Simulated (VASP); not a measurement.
A run of VASP 6.6.1:

POSCAR

```
Zn
1.0
    2.6187264646      0.0000000000      0.0000000000
   -1.3093632323      2.2678836439      0.0000000000
    0.0000000000      0.0000000000      4.8388970683
Zn
2
Direct
    0.3333333333      0.6666666667      0.2500000000
    0.6666666667      0.3333333333      0.7500000000
```

The input INCAR.step1:

```
PREC     = Accurate       # precision mode
ENCUT    = 520            # plane-wave cutoff, eV
ISMEAR   = -1             # smearing method
SIGMA    = 0.01           # smearing width, eV
LREAL    = F              # projectors in reciprocal space
LASPH    = T              # aspherical terms in the spheres
NELM     = 100            # most SCF steps
NBANDS   = 19             # bands
GGA      = PE             # functional
ALGO     = Normal         # electronic algorithm
EDIFF    = 1E-4           # SCF threshold, eV
LWAVE    = T              # write WAVECAR
LCHARG   = F              # write CHGCAR
```

File INCAR.step2:

```
PREC     = Accurate       # precision mode
ENCUT    = 520            # plane-wave cutoff, eV
EDIFF    = 1E-6           # SCF threshold, eV
ISMEAR   = -1             # smearing method
SIGMA    = 0.01           # smearing width, eV
LREAL    = F              # projectors in reciprocal space
LASPH    = T              # aspherical terms in the spheres
NELM     = 100            # most SCF steps
ALGO     = Normal         # electronic algorithm
ISIF     = 2              # what is computed and relaxed
LWAVE    = F              # write WAVECAR
LCHARG   = F              # write CHGCAR
METAGGA  = R2SCAN         # meta-GGA
LMIXTAU  = T            
NBANDS   = 19             # bands
ISTART   = 1
```

The input KPOINTS:

```
regular mesh
0
Gamma
  14 14 7
```

Potentials or basis: VASP PAW PBE potentials, release 64 (Zn).

The run is started by

```sh
$ cat potpaw_PBE.64/Zn/POTCAR > POTCAR
$ cp INCAR.step1 INCAR
$ mpirun -np 1 vasp_std > vasp.out
$ cp INCAR.step2 INCAR
$ mpirun -np 1 vasp_std > vasp.out
```

Hardware: 1 thread of Intel(R) Xeon(R) Platinum 8259CL CPU @ 2.50GHz (Skylake/Cascade Lake), on a shared host.

Task: Estimate the wall time of this run.

Result: Run time: 2.9 min on 1 thread of Intel(R) Xeon(R) Platinum 8259CL CPU @ 2.50GHz (Skylake/Cascade Lake), with other jobs on the host, peak memory 0.17 GiB. Counts: k points 96.
